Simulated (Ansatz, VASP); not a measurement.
Ga: VASP beside Ansatz

INCAR

```
PREC     = Accurate       # precision mode
ENCUT    = 520            # plane-wave cutoff, eV
EDIFF    = 1E-6           # SCF threshold, eV
ISMEAR   = -1             # smearing method
SIGMA    = 0.03           # smearing width, eV
LREAL    = F              # projectors in reciprocal space
LASPH    = T              # aspherical terms in the spheres
NELM     = 100            # most SCF steps
ALGO     = Normal         # electronic algorithm
ISIF     = 2              # what is computed and relaxed
LWAVE    = F              # write WAVECAR
LCHARG   = F              # write CHGCAR
GGA      = PE             # functional
NBANDS   = 20             # bands
```

Contents of KPOINTS:

```
regular mesh
0
Gamma
  14 14 11
```

The input POSCAR:

```
Ga
1.0
    1.3921592073     -4.0531663400      0.0000000000
    1.3921592073      4.0531663400      0.0000000000
   -0.1182278372      0.0000000000      3.3519831592
Ga
2
Direct
    0.8690000000      0.1310000000      0.2500000000
    0.1310000000      0.8690000000      0.7500000000
```

Input for Ansatz:

```yaml
crystal:
  lattice:
    - [1.3921592073, -4.05316634, 0.0]
    - [1.3921592073, 4.05316634, 0.0]
    - [-0.1182278372, 0.0, 3.3519831592]
  atoms:
    - { symbol: Ga, position: [0.869, 0.131, 0.25] }
    - { symbol: Ga, position: [0.131, 0.869, 0.75] }
kpoints:
  mp_grid: { grid: [14, 14, 11] }
  band_path:
    path:
      - [0.0, 0.0, 0.0]
      - [-0.5, 0.5, 0.0]
      - [-0.5, 0.5, 0.5]
      - [0.0, 0.0, 0.5]
      - [0.0, 0.0, 0.0]
      - [-0.5, 0.0, 0.5]
      - [0.0, 0.0, 0.0]
      - [-0.5, 0.0, 0.0]
    npoints: 5
scf:
  occupations: { method: fermi_dirac, width: 0.03 }
hamiltonian:
  xc: pbe
  pseudopotentials: { kind: all_electron, lapw: { basis_error: 0.0005 } }
output:
  forces: true
  stress: true
  eigenvalues: true
```

Change from the starting cell: volume scaled by 1.02.

Alike in both runs: task single point; functional PBE; k mesh 14 × 14 × 11; occupations fermi-dirac, width 0.03 eV; no spin polarisation.

|  | VASP | Ansatz |
| --- | --- | --- |
| version | VASP 6.6.1 | Ansatz 0.2.0 |
| potentials or method | VASP PAW PBE potentials, release 64 (Ga_d), cutoff 520 eV | all-electron LAPW, scalar-relativistic |

VASP gave:

| Quantity | Value |
| --- | --- |
| pressure (GPa) | 0.8 |
| traceless stress, the component that is largest in VASP (GPa) | -0.18 |
| rms of the force components (eV/Å) | 0.104 |

**Question.** What did Ansatz give for the same quantities?

**Answer.** Pressure (GPa): 0.7; traceless stress, the component that is largest in VASP (GPa): -0.15; rms of the force components (eV/Å): 0.103.

Atom by atom the forces differ by 0.001 eV/Å (rms over components). Ansatz ran all-electron here, and VASP with PAW potentials.
